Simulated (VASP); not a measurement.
A run of VASP 6.6.1 is set up as follows.

The input POSCAR:

```
TiSi
1.0
    1.8161780000     -2.1176240000      0.0000000000
    1.8161780000      2.1176240000      0.0000000000
    0.0000000000      0.0000000000      3.8039340000
Ti Si
1 1
Direct
    0.5000000000      0.5000000000      0.0000000000
    0.0000000000      0.0000000000      0.5000000000
```

INCAR.step1

```
ALGO     = Normal         # electronic algorithm
EDIFF    = 1E-4           # SCF threshold, eV
ENCUT    = 520            # plane-wave cutoff, eV
GGA      = PE             # functional
ISMEAR   = 0              # smearing method
LASPH    = T              # aspherical terms in the spheres
LCHARG   = F              # write CHGCAR
LREAL    = F              # projectors in reciprocal space
LWAVE    = T              # write WAVECAR
NBANDS   = 15             # bands
NELM     = 80             # most SCF steps
PREC     = Accurate       # precision mode
SIGMA    = 0.1            # smearing width, eV
```

INCAR.step2

```
ALGO     = Normal         # electronic algorithm
EDIFF    = 1E-7           # SCF threshold, eV
ENCUT    = 520            # plane-wave cutoff, eV
ISIF     = 2              # what is computed and relaxed
ISMEAR   = 0              # smearing method
ISTART   = 1            
LASPH    = T              # aspherical terms in the spheres
LCHARG   = F              # write CHGCAR
LMIXTAU  = T            
LREAL    = F              # projectors in reciprocal space
LWAVE    = F              # write WAVECAR
METAGGA  = R2SCAN         # meta-GGA
NBANDS   = 15             # bands
NELM     = 80             # most SCF steps
PREC     = Accurate       # precision mode
SIGMA    = 0.1            # smearing width, eV
```

KPOINTS

```
k-points
0
Gamma
  6 6 4
```

Potentials or basis: VASP PAW PBE potentials, release 64 (Ti_sv, Si).

The run is started by

```sh
$ cat potpaw_PBE.64/Ti_sv/POTCAR potpaw_PBE.64/Si/POTCAR > POTCAR
$ cp INCAR.step1 INCAR
$ mpirun -np 1 vasp_std > vasp.out
$ cp INCAR.step2 INCAR
$ mpirun -np 1 vasp_std > vasp.out
```

Task: Predict the pressure.

Result: -1.4 GPa.

Task: Predict the band gap on the k mesh.

Result: Zero (bands 8 and 9 overlap by 1.50 eV).

Stress tensor (GPa, compression positive):
```
-0.67  0.00  0.00
 0.00 -2.13  0.00
 0.00  0.00 -1.27
```

Caveat: the k points lie up to 0.41 Å⁻¹ apart, too coarse for converged energies and pressures of a metal; the PAW data sets were made with another functional, which shifts forces and pressure a little.
